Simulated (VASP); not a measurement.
# ZrC (Fm-3m) in VASP: a series of runs, part 2 of 2

VASP 6.6.1.

### Step 4. Single point, r2SCAN (volume scaled by 0.97)

POSCAR reads:

```
ZrC
1.0
    0.0000000000      2.3320764231      2.3320764231
    2.3320764231      0.0000000000      2.3320764231
    2.3320764231      2.3320764231      0.0000000000
Zr C
1 1
Direct
    0.5000000000      0.5000000000      0.5000000000
    0.0000000000      0.0000000000      0.0000000000
```

INCAR.step1 reads:

```
SYSTEM = ZrC
PREC = Accurate
ENCUT = 520
ISMEAR = 0
SIGMA = 0.1
LREAL = .FALSE.
LASPH = .TRUE.
NELM = 80
NBANDS = 15
GGA = PE
ALGO = Normal
EDIFF = 1E-4
LWAVE = .TRUE.
LCHARG = .FALSE.
```

INCAR.step2 reads:

```
SYSTEM = ZrC
PREC = Accurate
ENCUT = 520
EDIFF = 1E-6
ISMEAR = 0
SIGMA = 0.1
LREAL = .FALSE.
LASPH = .TRUE.
NELM = 80
ALGO = Normal
ISIF = 2
LWAVE = .FALSE.
LCHARG = .TRUE.
METAGGA = R2SCAN
LMIXTAU = .TRUE.
LELF = .TRUE.
LVHAR = .TRUE.
NBANDS = 15
ISTART = 1
```

KPOINTS reads:

```
Automatic mesh
0
G
  16 16 16
  0 0 0
```

Launch:

```console
cat potpaw_PBE.64/Zr_sv/POTCAR potpaw_PBE.64/C/POTCAR > POTCAR
cp INCAR.step1 INCAR
mpirun -np 1 vasp_std > vasp.out
cp INCAR.step2 INCAR
mpirun -np 1 vasp_std > vasp.out
```

It took 13 min on 1 thread of AMD EPYC 7R13, shared host; peak memory 0.18 GiB.

The run converged. Its results:

| Quantity | Value |
| --- | --- |
| Free energy | -34.7060 eV |
| Pressure | 7.6 GPa |
| Band gap on the k mesh | zero (band 8 reaches 10.85 eV, above the bottom of band 9 at 9.51 eV) |

Levels at points of the mesh, in eV from the Fermi level:
| k point | band 4 | band 5 | band 6 | band 7 | band 8 | band 9 | band 10 | band 11 | band 12 | band 13 |
| --- | --- | --- | --- | --- | --- | --- | --- | --- | --- | --- |
| (0.00, 0.00, 0.00) | -26.72 | -12.13 | 0.92 | 0.92 | 0.92 | 1.32 | 1.32 | 1.32 | 3.03 | 3.03 |
| (0.50, 0.00, 0.00) | -26.80 | -8.90 | -5.57 | -3.19 | -3.19 | 4.94 | 4.94 | 5.86 | 7.07 | 10.95 |
| (0.50, 0.50, 0.00) | -27.03 | -11.01 | -2.17 | -1.72 | 0.03 | 0.03 | 4.74 | 6.15 | 6.15 | 8.62 |

Caveat: the PAW data sets were made with another functional, which shifts forces and pressure a little.

### Step 5. Single point, r2SCAN (volume scaled by 1.03)

POSCAR reads:

```
ZrC
1.0
    0.0000000000      2.3792017747      2.3792017747
    2.3792017747      0.0000000000      2.3792017747
    2.3792017747      2.3792017747      0.0000000000
Zr C
1 1
Direct
    0.5000000000      0.5000000000      0.5000000000
    0.0000000000      0.0000000000      0.0000000000
```

INCAR.step1 is that of step 4.

INCAR.step2, as its differences from that of step 4:

```diff
@@ -12,7 +12,5 @@
 LWAVE = .FALSE.
-LCHARG = .TRUE.
+LCHARG = .FALSE.
 METAGGA = R2SCAN
 LMIXTAU = .TRUE.
-LELF = .TRUE.
-LVHAR = .TRUE.
 NBANDS = 15
```

KPOINTS reads:

```
regular mesh
0
G
  16 16 16
  0 0 0
```

Potentials or basis: VASP PAW PBE potentials, release 64 (Zr_sv, C).

Launch:

```console
cat potpaw_PBE.64/Zr_sv/POTCAR potpaw_PBE.64/C/POTCAR > POTCAR
cp INCAR.step1 INCAR
mpirun -np 1 vasp_std > vasp.out
cp INCAR.step2 INCAR
mpirun -np 1 vasp_std > vasp.out
```

OUTCAR:

```text
SYSTEM = ZrC
   PREC = Accurate
   ENCUT = 520
   EDIFF = 1E-6
   ISMEAR = 0
   LREAL = .FALSE.
   LASPH = .TRUE.
   NELM = 80
   ISIF = 2
   METAGGA = R2SCAN
   ISTART = 1

 ion  position               nearest neighbor table
   1  0.500  0.500  0.500-   2 2.38   2 2.38   2 2.38   2 2.38   2 2.38   2 2.38
   2  0.000  0.000  0.000-   1 2.38   1 2.38   1 2.38   1 2.38   1 2.38   1 2.38

  LATTYP: Found a face centered cubic cell.
 ALAT       =     4.7584035494

  Lattice vectors:

 A1 = (   0.0000000000,   2.3792017747,   2.3792017747)
 A2 = (   2.3792017747,   0.0000000000,   2.3792017747)
 A3 = (   2.3792017747,   2.3792017747,   0.0000000000)

Analysis of symmetry for initial positions (statically):
[... 5 lines left out ...]
 face centered cubic supercell.

 Subroutine GETGRP returns: Found 48 space group operations
 (whereof 48 operations were pure point group operations)
 out of a pool of 48 trial point group operations.

The static configuration has the point symmetry O_h .

Analysis of symmetry for dynamics (positions and initial velocities):
[... 5 lines left out ...]
 face centered cubic supercell.

 Subroutine GETGRP returns: Found 48 space group operations
 (whereof 48 operations were pure point group operations)
 out of a pool of 48 trial point group operations.

The dynamic configuration has the point symmetry O_h .

[... 154 lines left out ...]
 k-point     1 :       0.0000    0.0000    0.0000
  band No.  band energies     occupation
      1     -40.7434      2.00000
      2     -17.7675      2.00000
      3     -17.7675      2.00000
      4     -17.7675      2.00000
      5      -2.6729      2.00000
      6      10.1460      0.00000
      7      10.1460      0.00000
      8      10.1460      0.00000
      9      10.5272      0.00000
     10      10.5272      0.00000
     11      10.5272      0.00000
     12      12.0845      0.00000
     13      12.0846      0.00000
     14      16.7506      0.00000
[... 401 lines left out ...]
      2     -17.8426      2.00000
      3     -17.7873      2.00000
      4     -17.7687      2.00000
      5      -2.4477      2.00000
      6       8.8359      2.00000
      7       9.0247      1.99727
      8       9.2623      0.71557
      9      10.6690      0.00000
     10      11.2475      0.00000
     11      11.2942      0.00000
     12      12.7127      0.00000
     13      13.5745      0.00000
     14      17.2884      0.00000
     15      20.9026      0.00000

 [... further k-points ...]
[... 5 lines left out ...]
  --------------------------------------------------------------------------------------
  -------------------------------------------------------------------------------------
  Total       -1.0499119     -1.0499119     -1.0499119     -0.0000000     -0.0000000     -0.0000000
  in kB      -62.4510302    -62.4510302    -62.4510302     -0.0000000     -0.0000000     -0.0000000
  external PRESSURE =     -62.4510302 kB  Pullay stress =       0.0000000 kB

 VOLUME and BASIS-vectors are now :
 -----------------------------------------------------------------------------
  energy-cutoff  :      520.00
  volume of cell :       26.94
      direct lattice vectors                 reciprocal lattice vectors
     0.000000000  2.379201775  2.379201775    -0.210154517  0.210154517  0.210154517
     2.379201775  0.000000000  2.379201775     0.210154517 -0.210154517  0.210154517
     2.379201775  2.379201775  0.000000000     0.210154517  0.210154517 -0.210154517

 POSITION                                       TOTAL-FORCE (eV/Angst)
 -----------------------------------------------------------------------------------
      2.37920      2.37920      2.37920         0.000000     -0.000000      0.000000
      0.00000      0.00000      0.00000        -0.000000      0.000000     -0.000000
 -----------------------------------------------------------------------------------
    total drift:                                0.000000      0.000000      0.000000

  FREE ENERGIE OF THE ION-ELECTRON SYSTEM (eV)
  ---------------------------------------------------
  free  energy   TOTEN  =       -34.7098873485 eV

  energy  without entropy=      -34.7081015364  energy(sigma->0) =      -34.70899444
```

OSZICAR.step1:

```text
N       E                     dE             d eps       ncg     rms          rms(c)
DAV:   1     0.100202819515E+03    0.10020E+03   -0.85083E+03  4358   0.107E+03
DAV:   2    -0.168056993706E+02   -0.11701E+03   -0.10974E+03  5561   0.287E+02
DAV:   3    -0.228539687641E+02   -0.60483E+01   -0.60100E+01  7320   0.547E+01
DAV:   4    -0.229670672226E+02   -0.11310E+00   -0.11302E+00  5179   0.558E+00
DAV:   5    -0.229685674185E+02   -0.15002E-02   -0.15002E-02  5826   0.515E-01    0.190E+01
DAV:   6    -0.195915914007E+02    0.33770E+01   -0.65580E+00  5032   0.226E+01    0.648E+00
DAV:   7    -0.194652046117E+02    0.12639E+00   -0.65996E-01  5001   0.605E+00    0.567E+00
DAV:   8    -0.194912363154E+02   -0.26032E-01   -0.39218E-01  5197   0.486E+00    0.513E+00
DAV:   9    -0.194475196195E+02    0.43717E-01   -0.75983E-02  4749   0.202E+00    0.919E-01
DAV:  10    -0.194462899974E+02    0.12296E-02   -0.63582E-03  5708   0.650E-01    0.398E-02
DAV:  11    -0.194462940255E+02   -0.40281E-05   -0.14927E-04  4700   0.111E-01
   1 F= -.19446294E+02 E0= -.19445256E+02  d E =-.207508E-02
```

Run time: 12 min. Hardware: 1 thread of AMD EPYC 7R13, shared host; peak memory 0.18 GiB.

Results:

| Property | Result |
| --- | --- |
| Free energy | -34.7099 eV |
| Pressure | -6.2 GPa |
| Band gap on the k mesh | zero (band 8 reaches 10.15 eV, above the bottom of band 9 at 8.86 eV) |

Levels at points of the mesh, in eV from the Fermi level:
```tsv
k point	band 4	band 5	band 6	band 7	band 8	band 9	band 10	band 11	band 12	band 13
(0.00, 0.00, 0.00)	-27.00	-11.91	0.91	0.91	0.91	1.29	1.29	1.29	2.85	2.85
(0.50, 0.00, 0.00)	-27.07	-8.98	-5.33	-2.99	-2.99	4.60	4.60	5.47	6.80	10.22
(0.50, 0.50, 0.00)	-27.26	-10.75	-2.27	-1.52	-0.04	-0.04	4.42	5.71	5.71	7.85
```

Caveat: the PAW data sets were made with another functional, which shifts forces and pressure a little.

### Step 6. Single point, r2SCAN (volume scaled by 1.06)

POSCAR reads:

```
ZrC
1.0
    0.0000000000      2.4020801184      2.4020801184
    2.4020801184      0.0000000000      2.4020801184
    2.4020801184      2.4020801184      0.0000000000
Zr C
1 1
Direct
    0.5000000000      0.5000000000      0.5000000000
    0.0000000000      0.0000000000      0.0000000000
```

INCAR.step1 reads:

```
SYSTEM = ZrC
PREC     = Accurate       ! precision mode
ENCUT    = 520            ! plane-wave cutoff, eV
ISMEAR   = 0              ! smearing method
SIGMA    = 0.1            ! smearing width, eV
LREAL    = .False.        ! projectors in reciprocal space
LASPH    = .True.         ! aspherical terms in the spheres
NELM     = 60             ! most SCF steps
NBANDS   = 15             ! bands
GGA      = PE             ! functional
ALGO     = Normal         ! electronic algorithm
EDIFF    = 1E-4           ! SCF threshold, eV
LWAVE    = .True.         ! write WAVECAR
LCHARG   = .False.        ! write CHGCAR
```

INCAR.step2 reads:

```
SYSTEM = ZrC
PREC     = Accurate       ! precision mode
ENCUT    = 520            ! plane-wave cutoff, eV
EDIFF    = 1E-7           ! SCF threshold, eV
ISMEAR   = 0              ! smearing method
SIGMA    = 0.1            ! smearing width, eV
LREAL    = .False.        ! projectors in reciprocal space
LASPH    = .True.         ! aspherical terms in the spheres
NELM     = 60             ! most SCF steps
ALGO     = Normal         ! electronic algorithm
ISIF     = 2              ! what is computed and relaxed
LWAVE    = .False.        ! write WAVECAR
LCHARG   = .False.        ! write CHGCAR
METAGGA  = R2SCAN         ! meta-GGA
LMIXTAU  = .True.       
NBANDS   = 15             ! bands
ISTART   = 1
```

KPOINTS reads:

```
regular mesh
0
Gamma
  16 16 16
  0 0 0
```

Potentials or basis: VASP PAW PBE potentials, release 64 (Zr_sv, C).

Launch:

```console
cat potpaw_PBE.64/Zr_sv/POTCAR potpaw_PBE.64/C/POTCAR > POTCAR
cp INCAR.step1 INCAR
mpirun -np 1 vasp_std > vasp.out
cp INCAR.step2 INCAR
mpirun -np 1 vasp_std > vasp.out
```

OUTCAR:

```text
SYSTEM = ZrC
   PREC = Accurate
   ENCUT = 520
   EDIFF = 1E-7
   ISMEAR = 0
   LREAL = .False.
   LASPH = .True.
   NELM = 60
   ISIF = 2
   METAGGA = R2SCAN
   ISTART = 1

 ion  position               nearest neighbor table
   1  0.500  0.500  0.500-   2 2.40   2 2.40   2 2.40   2 2.40   2 2.40   2 2.40
   2  0.000  0.000  0.000-   1 2.40   1 2.40   1 2.40   1 2.40   1 2.40   1 2.40

  LATTYP: Found a face centered cubic cell.
 ALAT       =     4.8041602368

  Lattice vectors:

 A1 = (   0.0000000000,   2.4020801184,   2.4020801184)
 A2 = (   2.4020801184,   0.0000000000,   2.4020801184)
 A3 = (   2.4020801184,   2.4020801184,   0.0000000000)
[... 611 lines left out ...]
     13      13.1300      0.00000
     14      16.6502      0.00000
     15      20.5030      0.00000

 [... further k-points ...]
[... 5 lines left out ...]
  --------------------------------------------------------------------------------------
  -------------------------------------------------------------------------------------
  Total       -2.0371905     -2.0371905     -2.0371905      0.0000000      0.0000000     -0.0000000
  in kB     -117.7469742   -117.7469742   -117.7469742      0.0000000      0.0000000     -0.0000000
  external PRESSURE =    -117.7469742 kB  Pullay stress =       0.0000000 kB

 VOLUME and BASIS-vectors are now :
 -----------------------------------------------------------------------------
  energy-cutoff  :      520.00
  volume of cell :       27.72
      direct lattice vectors                 reciprocal lattice vectors
     0.000000000  2.402080118  2.402080118    -0.208152924  0.208152924  0.208152924
     2.402080118  0.000000000  2.402080118     0.208152924 -0.208152924  0.208152924
     2.402080118  2.402080118  0.000000000     0.208152924  0.208152924 -0.208152924

 POSITION                                       TOTAL-FORCE (eV/Angst)
 -----------------------------------------------------------------------------------
      2.40208      2.40208      2.40208         0.000000     -0.000000      0.000000
      0.00000      0.00000      0.00000        -0.000000      0.000000     -0.000000
 -----------------------------------------------------------------------------------
    total drift:                                0.000000      0.000000      0.000000

  FREE ENERGIE OF THE ION-ELECTRON SYSTEM (eV)
  ---------------------------------------------------
  free  energy   TOTEN  =       -34.6656615509 eV

  energy  without entropy=      -34.6638551527  energy(sigma->0) =      -34.66475835
```

OSZICAR.step1:

```text
N       E                     dE             d eps       ncg     rms          rms(c)
DAV:   1     0.997316102486E+02    0.99732E+02   -0.85878E+03  4358   0.107E+03
DAV:   2    -0.166892778508E+02   -0.11642E+03   -0.10950E+03  5554   0.285E+02
DAV:   3    -0.228601663035E+02   -0.61709E+01   -0.61359E+01  7354   0.545E+01
DAV:   4    -0.229655062959E+02   -0.10534E+00   -0.10528E+00  5256   0.548E+00
DAV:   5    -0.229669254688E+02   -0.14192E-02   -0.14191E-02  5733   0.518E-01    0.180E+01
DAV:   6    -0.195748078477E+02    0.33921E+01   -0.67323E+00  5070   0.226E+01    0.611E+00
DAV:   7    -0.194245447418E+02    0.15026E+00   -0.67450E-01  4970   0.613E+00    0.531E+00
DAV:   8    -0.194504095496E+02   -0.25865E-01   -0.42963E-01  5184   0.510E+00    0.502E+00
DAV:   9    -0.194036962105E+02    0.46713E-01   -0.83002E-02  4784   0.213E+00    0.907E-01
DAV:  10    -0.194023960333E+02    0.13002E-02   -0.61731E-03  5680   0.646E-01    0.556E-02
DAV:  11    -0.194023953999E+02    0.63347E-06   -0.14366E-04  4721   0.101E-01
   1 F= -.19402395E+02 E0= -.19401318E+02  d E =-.215557E-02
```

It took 13 min on 1 thread of AMD EPYC 7R13, shared host; peak memory 0.18 GiB.

What came out:

- Free energy: -34.6657 eV
- Pressure: -11.8 GPa
- Band gap on the k mesh: zero (band 8 reaches 9.82 eV, above the bottom of band 9 at 8.56 eV)

Caveat: the PAW data sets were made with another functional, which shifts forces and pressure a little.

### Step 7. Summary

| cell | gap on the mesh (eV) | pressure (GPa) |
| --- | --- | --- |
| a = 3.332 Å, angles 60.0°, 2 atoms | none | 0.2 |
| a = 3.264 Å, angles 60.0°, 2 atoms | none | 16.3 |
| a = 3.298 Å, angles 60.0°, 2 atoms | none | 7.6 |
| a = 3.365 Å, angles 60.0°, 2 atoms | none | -6.2 |
| a = 3.397 Å, angles 60.0°, 2 atoms | none | -11.8 |

Alike in all rows: task single point; level r2SCAN; potentials or basis VASP PAW PBE potentials, release 64 (Zr_sv, C); no spin polarisation; k mesh 16 × 16 × 16; cutoff (eV) 520; smearing gaussian 0.1 eV.

Caveats: the PAW data sets were made with another functional, which shifts forces and pressure a little.

Absolute energies hang on the potentials; compare differences alone.
